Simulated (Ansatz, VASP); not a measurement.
**Cs: VASP beside Ansatz**

```xyz
8
Lattice="10.1938 0.0000 0.0000 0.0000 10.1938 0.0000 0.0000 0.0000 10.1938" Properties=species:S:1:pos:R:3 pbc="T T T"
Cs    0.0000   10.1938   10.1938
Cs    5.0969    5.0969    5.0969
Cs    2.5485   10.1938    5.0969
Cs    7.6454   10.1938    5.0969
Cs    5.0969    2.5485    0.0000
Cs    5.0969    7.6454   10.1938
Cs   10.1938    5.0969    2.5485
Cs   10.1938    5.0969    7.6454
```

Alike in both runs: functional RPBE; k mesh 3 × 3 × 3; occupations fermi-dirac, width 0.1 eV; no spin polarisation.

Ansatz relaxed the structure, and its values are those at the end. VASP's run is a single point on that final structure, the one shown.

```csv
,VASP,Ansatz
version,VASP 6.6.1,Ansatz 0.2.0
potentials or method,"VASP PAW PBE potentials, release 64 (Cs_sv), cutoff 520 eV","plane waves (420 eV) with PAW, scalar-relativistic"
valence electrons in the cell,72,72
```

|  | VASP | Ansatz | Ansatz less VASP |
| --- | --- | --- | --- |
| pressure (GPa) | 0.0 | 0.0 | +0.01 |

VASP's potentials were made for PBE, not for RPBE.

Neither program's run includes spin-orbit coupling.
